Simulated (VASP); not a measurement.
# B16HN16 (a cell with a defect) in VASP: further runs

The runs below take B16HN16 (a cell with a defect) through single point, with PBE+D3(BJ).

Program: VASP 6.6.1. These are calculated values, not measurements. Logs are shortened: lines on timing, memory, paths and dates and some standing lists are left out, and cuts for length are marked.

## (1) The cell of the first run

The cell holds a defect, 33 atoms: a = 6.660 Å, b = 6.660 Å, c = 6.660 Å, α = 97.63°, β = 97.63°, γ = 97.63°.

## (2) Single point, PBE+D3(BJ) (with an interstitial atom, then relaxed in part)

Contents of INCAR:

```
  PREC = Accurate
  ENCUT = 520
  EDIFF = 1E-6
  ISMEAR = 0
  SIGMA = 0.02
  LREAL = Auto
  LASPH = True
  NELM = 100
  ALGO = Normal
  ISIF = 2
  LWAVE = False
  LCHARG = False
  GGA = PE
  IVDW = 12
  NELECT = 128.0
  NBANDS = 86
```

Contents of KPOINTS:

```
Automatic mesh
0
Gamma
  2 2 2
  0.5 0.5 0.5
```

Contents of POSCAR:

```
B16HN16
1.0
   -5.0122276282      2.8938109704      3.2948837601
    0.0000000000     -5.7876219408      3.2948837600
    5.0122276282      2.8938109704      3.2948837601
B N H
16 16 1
Direct
    0.2475795025      0.7509945692      0.9947428277
    0.5010755836      0.5026377663      0.9976838814
    0.7494821517      0.2491878336      0.9947889403
    0.9976246170      0.7509918182      0.2446904070
    0.9967696188      0.9983300561      0.9938843249
    0.2511923125      0.5133737295      0.2483070236
    0.5118478103      0.2527949752      0.2483396349
    0.7536381740      0.7552010124      0.4994954886
    0.7494540052      0.9992103871      0.2447120605
    1.0005608997      0.5026284564      0.4981811472
    0.2512216791      0.2527921136      0.5089535398
    0.5023830391      0.7552061531      0.7507589815
    0.5010512951      1.0021196760      0.4981666234
    0.7536651934      0.5039710577      0.7507805072
    0.9976714704      0.2491851669      0.7465936263
    0.2475992063      0.9992118870      0.7465692765
    0.5833541167      0.0842392645      0.3298132813
    0.8325707667      0.8341331349      0.3294169317
    0.0826530607      0.5848967317      0.3297955297
    0.3327021382      0.0842429869      0.5804709460
    0.3637042991      0.3652752059      0.3608213769
    0.5844128345      0.8359723195      0.5815295247
    0.8344262293      0.5859982107      0.5815505896
    0.0808015166      0.0823640292      0.8282144354
    0.0826950803      0.3342889941      0.5804955429
    0.3323041134      0.8341357965      0.8296881331
    0.5844484781      0.5860126980      0.8315545352
    0.8311010996      0.0823665609      0.0779184858
    0.8326216868      0.3339152800      0.8297360081
    0.0807653049      0.8326222457      0.0778794031
    0.3326868290      0.5849007536      0.0797734287
    0.5833851452      0.3342928594      0.0798136826
    0.4695702114      0.4712247834      0.4666932989
```

Potentials or basis: VASP PAW PBE potentials, release 64 (B, N, H).

Started as:

```bash
> cat potpaw_PBE.64/B/POTCAR potpaw_PBE.64/N/POTCAR potpaw_PBE.64/H/POTCAR > POTCAR
> mpirun -np 1 vasp_std > vasp.out
```

OUTCAR:

```text
PREC = Accurate
   ENCUT = 520
   EDIFF = 1E-6
   ISMEAR = 0
   LREAL = Auto
   LASPH = True
   NELM = 100
   ISIF = 2
   GGA = PE
   IVDW = 12
   NELECT = 128.0
 IVDW          = 12

 ion  position               nearest neighbor table
   1  0.248  0.751  0.995-  26 1.44  30 1.44  31 1.45
   2  0.501  0.503  0.998-  27 1.44  32 1.45  31 1.45
   3  0.749  0.249  0.995-  29 1.44  28 1.44  32 1.45
   4  0.998  0.751  0.245-  18 1.44  30 1.44  19 1.45
   5  0.997  0.998  0.994-  24 1.45  30 1.45  28 1.45
   6  0.251  0.513  0.248-  31 1.42  19 1.42  21 1.53
[... 12 lines left out ...]
  19  0.083  0.585  0.330-   6 1.42  10 1.45   4 1.45
  20  0.333  0.084  0.580-  11 1.42  13 1.45  16 1.45
  21  0.364  0.365  0.361-  33 1.05  11 1.53   6 1.53   7 1.53
  22  0.584  0.836  0.582-  13 1.44  12 1.45   8 1.45
  23  0.834  0.586  0.582-  10 1.44   8 1.45  14 1.45
  24  0.081  0.082  0.828-  16 1.44  15 1.44   5 1.45
  25  0.083  0.334  0.580-  11 1.42  10 1.45  15 1.45
  26  0.332  0.834  0.830-   1 1.44  16 1.44  12 1.44
  27  0.584  0.586  0.832-   2 1.44  12 1.45  14 1.45
  28  0.831  0.082  0.078-   9 1.44   3 1.44   5 1.45
  29  0.833  0.334  0.830-  15 1.44   3 1.44  14 1.44
  30  0.081  0.833  0.078-   1 1.44   4 1.44   5 1.45
  31  0.333  0.585  0.080-   6 1.42   2 1.45   1 1.45
  32  0.583  0.334  0.080-   7 1.42   2 1.45   3 1.45
  33  0.470  0.471  0.467-  21 1.05

  LATTYP: Found a trigonal (rhomboedric) cell.
 ALAT       =     6.6597917927
 COS(alpha) =    -0.1328444049

  Lattice vectors:

 A1 = (  -5.0122276282,   2.8938109704,   3.2948837601)
 A2 = (   0.0000000000,  -5.7876219408,   3.2948837600)
 A3 = (   5.0122276282,   2.8938109704,   3.2948837601)

Analysis of symmetry for initial positions (statically):
=====================================================================
 Subroutine PRICEL returns:
 Original cell was already a primitive cell.

 Routine SETGRP: Setting up the symmetry group for a
 trigonal (rhombohedral) supercell.

 Subroutine GETGRP returns: Found  1 space group operations
 (whereof  1 operations were pure point group operations)
 out of a pool of 12 trial point group operations.

The static configuration has the point symmetry C_1 .

Analysis of symmetry for dynamics (positions and initial velocities):
=====================================================================
 Subroutine PRICEL returns:
 Original cell was already a primitive cell.

 Routine SETGRP: Setting up the symmetry group for a
 trigonal (rhombohedral) supercell.

 Subroutine GETGRP returns: Found  1 space group operations
 (whereof  1 operations were pure point group operations)
 out of a pool of 12 trial point group operations.

The dynamic configuration has the point symmetry C_1 .

 Subroutine INISYM returns: Found  1 space group operations
 (whereof  1 operations are pure point group operations),
 and found     1 'primitive' translations

----------------------------------------------------------------------------------------

                                     Primitive cell

  volume of cell :     286.7426

  direct lattice vectors                    reciprocal lattice vectors
    -5.012227628  2.893810970  3.294883760    -0.099756044  0.057594179  0.101166948
     0.000000000 -5.787621941  3.294883760     0.000000000 -0.115188358  0.101166948
     5.012227628  2.893810970  3.294883760     0.099756044  0.057594179  0.101166948

  length of vectors
     6.659791793  6.659791793  6.659791793     0.153307238  0.153307238  0.153307238

  position of ions in fractional coordinates (direct lattice)
     0.247579503  0.750994569  0.994742828
     0.501075584  0.502637766  0.997683881
     0.749482152  0.249187834  0.994788940
     0.997624617  0.750991818  0.244690407
     0.996769619  0.998330056  0.993884325
     0.251192313  0.513373730  0.248307024
[... 25 lines left out ...]
     0.583385145  0.334292859  0.079813683
     0.469570211  0.471224783  0.466693299

  ion indices of the primitive-cell ions
   primitive index   ion index
                 1           1
                 2           2
                 3           3
                 4           4
                 5           5
                 6           6
[... 25 lines left out ...]
                32          32
                33          33

----------------------------------------------------------------------------------------

 KPOINTS: Automatic mesh

Automatic generation of k-mesh.
 Grid dimensions read from file:
 generate k-points for:    2    2    2

 Generating k-lattice:

  Cartesian coordinates                     Fractional coordinates (reciprocal lattice)
    -0.049878022  0.028797089  0.050583474     0.500000000  0.000000000  0.000000000
     0.000000000 -0.057594179  0.050583474     0.000000000  0.500000000  0.000000000
     0.049878022  0.028797089  0.050583474     0.000000000  0.000000000  0.500000000

  Length of vectors
     0.076653619  0.076653619  0.076653619

  Shift w.r.t. Gamma in fractional coordinates (k-lattice)
     0.500000000  0.500000000  0.500000000

 Subroutine IBZKPT returns following result:
 ===========================================

 Found      4 irreducible k-points:

 Following reciprocal coordinates:
            Coordinates               Weight
  0.250000  0.250000  0.250000      2.000000
 -0.250000  0.250000  0.250000      2.000000
  0.250000 -0.250000  0.250000      2.000000
  0.250000  0.250000 -0.250000      2.000000
   k-points           NKPTS =      4   k-points in BZ     NKDIM =      4   number of bands    NBANDS=     86
   number of dos      NEDOS =    301   number of ions     NIONS =     33
   total plane-waves  NPLWV = 125000
   dimension x,y,z NGX =    50 NGY =   50 NGZ =   50
   dimension x,y,z NGXF=   100 NGYF=  100 NGZF=  100
   ions per type =              16  16   1
   NGX,Y,Z   is equivalent  to a cutoff of  12.48, 12.48, 12.48 a.u.
   NGXF,Y,Z  is equivalent  to a cutoff of  24.96, 24.96, 24.96 a.u.
 SYSTEM =  unknown system
   PREC   = accura    normal or accurate (medium, high low for compatibility)
   ISTART =      0    job   : 0-new  1-cont  2-samecut
   ICHARG =      2    charge: 1-file 2-atom 10-const
   ISPIN  =      1    spin polarized calculation?
   LNONCOLLINEAR =      F non collinear calculations
   LSORBIT =      F    spin-orbit coupling
   LASPH  =      T    aspherical Exc in radial PAW
   ENCUT  =  520.0 eV  38.22 Ry    6.18 a.u.  12.38 12.38 12.38*2*pi/ulx,y,z
   NELM   =    100;   NELMIN=  2; NELMDL= -5     # of ELM steps
   EDIFF  = 0.1E-05   stopping-criterion for ELM
   LREAL  =      T    real-space projection
   EDIFFG = 0.1E-04   stopping-criterion for IOM
   NSW    =      0    number of steps for IOM
   IBRION =     -1    ionic relax: 0-MD 1-quasi-New 2-CG
   NFREE  =      0    steps in history (QN), initial steepest desc. (CG)
   ISIF   =      2    stress and relaxation
   ISYM   =      2    0-nonsym 1-usesym 2-fastsym
   POTIM  = 0.5000    time-step for ionic-motion
   TEBEG  =    0.0;   TEEND  =   0.0 temperature during run
   PSTRESS=    0.0 pullay stress
   NELECT =     128.0000    total number of electrons
   NUPDOWN=      -1.0000    fix difference up-down
   EMIN   =  10.00;   EMAX   =-10.00  energy-range for DOS
   EFERMI =   0.00;   METHOD = LEGACY
   ISMEAR =     0;   SIGMA  =   0.02  broadening in eV -4-tet -1-fermi 0-gaus
   EFERMI_NEDOS =   21; number of points for ismear=-14 and -15
   IALGO  =     38    algorithm
   IMIX   =      4    mixing-type and parameters
     AMIX     =   0.40;   BMIX     =  1.00
     AMIX_MAG =   1.60;   BMIX_MAG =  1.00
  volume/ion in A,a.u.               =       8.69        58.64
  Fermi-wavevector in a.u.,A,eV,Ry     =   1.251163  2.364356 21.298697  1.565410
  Thomas-Fermi vector in A             =   2.385124
   LORBIT       =      0    0 simple, 1 ext, 2 COOP (PROOUT), +10 PAW based schemes
   GGA     = PE    functional components
   LHFCALC =     F    Hartree Fock is set to
   AEXX    =    0.0000 exact exchange contribution
   IVDW    =    12    specifies the selected vdW correction
   LEPSILON=     F    determine dielectric tensor
   LRPA    =     F    only Hartree local field effects (RPA)
 non-spin polarized calculation
 Gauss-broadening in eV      SIGMA  =   0.02
  energy-cutoff  :      520.00
  volume of cell :      286.74
 maximum number of plane-waves:      7728
 NGX is ok and might be reduce to    50
   NGX = 25   NGY = 25   NGZ = 25

 number of electron     127.9999998 magnetization

 Free energy of the ion-electron system (eV)
  ---------------------------------------------------
  ext. energy  EPLUGINS =         0.00000000
  ---------------------------------------------------
  free energy    TOTEN  =      -287.75763780 eV

  energy without entropy =     -287.75763780  energy(sigma->0) =     -287.75763780

 E-fermi :   2.3769     XC(G=0): -10.1199

 val. band max:        2.2022682567   @ k =  -0.2500   0.2500   0.2500
 cond. band min:       6.6251522043   @ k =   0.2500   0.2500   0.2500
 fundamental gap:      4.4228839475
 Fermi energy:         2.3768812517

 k-point     1 :       0.2500    0.2500    0.2500
  band No.  band energies     occupation
      1     -15.7678      2.00000
      2     -14.8257      2.00000
      3     -14.2155      2.00000
      4     -14.2155      2.00000
      5     -13.9678      2.00000
      6     -13.9505      2.00000
[... 68 lines left out ...]
     75       9.7744      0.00000
     76       9.7744      0.00000

 k-point     2 :      -0.2500    0.2500    0.2500
  band No.  band energies     occupation
      1     -15.7404      2.00000
      2     -14.8776      2.00000
      3     -14.5320      2.00000
      4     -14.3654      2.00000
      5     -13.8490      2.00000
      6     -13.4096      2.00000
[... 68 lines left out ...]
     75       9.7880      0.00000
     76       9.8072      0.00000

 k-point     3 :       0.2500   -0.2500    0.2500
  band No.  band energies     occupation
      1     -15.7404      2.00000
      2     -14.8776      2.00000
      3     -14.5320      2.00000
      4     -14.3655      2.00000
      5     -13.8489      2.00000
      6     -13.4096      2.00000
[... 68 lines left out ...]
     75       9.7881      0.00000
     76       9.8072      0.00000

 k-point     4 :       0.2500    0.2500   -0.2500
  band No.  band energies     occupation
      1     -15.7404      2.00000
      2     -14.8776      2.00000
      3     -14.5320      2.00000
      4     -14.3655      2.00000
      5     -13.8489      2.00000
      6     -13.4096      2.00000
[... 68 lines left out ...]
     75       9.7881      0.00000
     76       9.8071      0.00000
 [bands above 76 left out]

------------------------ aborting loop because EDIFF is reached ----------------------------------------

 Edisp (eV)   -4.68428

 E8    (eV) :    -1.3670

  FORCE on cell =-STRESS in cart. coord.  units (eV):
  Direction    XX          YY          ZZ          XY          YZ          ZX
  --------------------------------------------------------------------------------------
  -------------------------------------------------------------------------------------
  Total      -4.04051    -4.04105    -8.57071    -0.00019     0.00038    -0.00498
  in kB     -22.57636   -22.57943   -47.88890    -0.00108     0.00212    -0.02783
  external pressure =      -31.01 kB  Pullay stress =        0.00 kB

 VOLUME and BASIS-vectors are now :
 -----------------------------------------------------------------------------
  energy-cutoff  :      520.00
  volume of cell :      286.74
      direct lattice vectors                 reciprocal lattice vectors
    -5.012227628  2.893810970  3.294883760    -0.099756044  0.057594179  0.101166948
     0.000000000 -5.787621941  3.294883760     0.000000000 -0.115188358  0.101166948
     5.012227628  2.893810970  3.294883760     0.099756044  0.057594179  0.101166948

 POSITION                                       TOTAL-FORCE (eV/Angst)
 -----------------------------------------------------------------------------------
      3.74495     -0.75143      6.56775        -0.000561      0.000479     -0.000730
      2.48911      1.42805      6.59437         0.003678      0.000956     -0.000187
      1.22953      3.60539      6.56822         0.002036     -0.000273     -0.001183
     -3.77388     -0.75143      6.56771         0.001336      0.000789      0.000067
     -0.01446     -0.01738      9.84835        -0.000088      0.000042     -0.001235
     -0.01446     -1.52576      3.33730        -0.002254     -0.003219     -0.005706
[... 25 lines left out ...]
     -2.52401     -0.01559      3.28662         0.000801     -0.001185     -0.000260
     -0.01442     -0.01790      4.63751         0.000199      0.001030      0.030037
 -----------------------------------------------------------------------------------
    total drift:                               -0.004968     -0.003326      0.002858

  FREE ENERGIE OF THE ION-ELECTRON SYSTEM (eV)
  ---------------------------------------------------
  free  energy   TOTEN  =      -292.4419132554 eV

  energy  without entropy=     -292.4419132554  energy(sigma->0) =     -292.44191326
```

It took 9.8 min on 1 thread of Intel Xeon 8259CL, shared host; peak memory 0.38 GiB.

Results:

* Free energy: -292.4419 eV
* Largest force: 0.030 eV/Å
* Dispersion energy per atom: -0.142 eV

Forces in eV/Å, atoms in the order of the input:
```
B   -0.001  0.000 -0.001
B    0.004  0.001  0.000
B    0.002  0.000 -0.001
B    0.001  0.001  0.000
B    0.000  0.000 -0.001
B   -0.002 -0.003 -0.006
B   -0.002 -0.001 -0.006
B   -0.003 -0.003  0.002
B    0.002  0.000  0.000
B   -0.002  0.000  0.000
B    0.000  0.000 -0.006
B    0.001 -0.001  0.001
B   -0.001 -0.002  0.000
B    0.001  0.003  0.001
B    0.001 -0.001  0.001
B   -0.002  0.001  0.000
N    0.002  0.000  0.001
N    0.001  0.000  0.001
N    0.001  0.002  0.000
N   -0.001  0.000  0.000
N    0.000  0.000 -0.010
N    0.000  0.000 -0.001
N   -0.001  0.001 -0.002
N    0.001  0.000 -0.001
N   -0.001 -0.001  0.000
N    0.000  0.000  0.001
N    0.002  0.001 -0.002
N    0.000  0.001  0.000
N    0.000 -0.001  0.000
N    0.000  0.000  0.000
N   -0.001  0.001  0.000
N    0.001 -0.001  0.000
H    0.000  0.001  0.030
```

Levels at points of the mesh, in eV from the Fermi level:
```
           k point  band 60  band 61  band 62  band 63  band 64  band 65  band 66  band 67  band 68  band 69
(0.25, 0.25, 0.25)    -1.04    -1.04    -0.88    -0.88    -0.86     4.25     4.94     4.94     5.32     5.61
```

Caveat: the cell carries a net charge on a neutralising background, which shifts energy and pressure; the cell differs from its parent crystal (with an interstitial atom, then relaxed in part); the cell is charged against a uniform background, so pressure and absolute levels hang on convention.

(Part 1 of 2 ends here.)
